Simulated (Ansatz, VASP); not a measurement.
**One calculation of InP, two programs**

```xyz
2
Lattice="0.0000 2.9771 2.9771 2.9771 0.0000 2.9771 2.9771 2.9771 0.0000" Properties=species:S:1:pos:R:3 pbc="T T T"
In    0.0000    0.0000    0.0000
P     4.4656    4.4656    4.4656
```

Alike in both runs: functional PBE; k mesh 6 × 6 × 6; occupations gaussian, width 0.1 eV; no spin polarisation.

Ansatz relaxed the structure, and its values are those at the end. VASP's run is a single point on that final structure, the one shown.

|  | VASP | Ansatz |
| --- | --- | --- |
| version | VASP 6.6.1 | Ansatz 0.2.0 |
| potentials or method | VASP PAW PBE potentials, release 64 (In_d, P), cutoff 520 eV | scalar-relativistic, plane waves, PAW |
| valence electrons in the cell | 18 | 18 |

```tsv
	VASP	Ansatz	Ansatz less VASP
gap on the k mesh at the Fermi level (eV)	0.45	0.45	+0.003
least direct gap on the mesh (eV)	0.45	0.45	+0.003
pressure (GPa)	0.1	0.1	+0.05
```
